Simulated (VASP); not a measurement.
Ge:

```
CELL_PARAMETERS angstrom
0.00000 2.82891 2.82891
2.82891 0.00000 2.82891
2.82891 2.82891 0.00000
ATOMIC_POSITIONS crystal
Ge 0.75000 0.75000 0.75000
Ge 0.50000 0.50000 0.50000
```

Base run:

| Property | Result |
| --- | --- |
| Program | VASP 6.6.1 |
| Functional | RPBE |
| Potentials or basis | VASP PAW PBE potentials, release 64 (Ge_d) |
| Cutoff | 520 eV |
| k mesh | 8 × 8 × 8 |
| Occupations | fermi-dirac, width 0.05 eV |
| Spin | no spin polarisation |

Its results: band gap on the k mesh 0.15 eV, direct; pressure 5.2 GPa.

Question: After a change of settings the same cell gave: band gap on the k mesh 0.72 eV, indirect (least direct gap 0.79 eV); pressure 1.5 GPa. Which change was it?
A. further incar settings from ALGO = Normal; EDIFF = 1e-06; NBANDS = 21 to ALGO = Normal; EDIFF = 1e-07; NBANDS = 21; dispersion from none to D4
B. functional from RPBE to PBE-based screened hybrid; k mesh from 8 × 8 × 8 to 4 × 4 × 4
C. functional from RPBE to LDA; potentials or basis from VASP PAW PBE potentials, release 64 (Ge_d) to VASP PAW LDA potentials, release 64 (Ge_d)
D. functional from RPBE to PBE; occupations from fermi-dirac, width 0.05 eV to gaussian, width 0.024 eV

Answer: B.

Caveats: some runs use coarse meshes; the PAW data sets were made with another functional, which shifts forces and pressure a little.
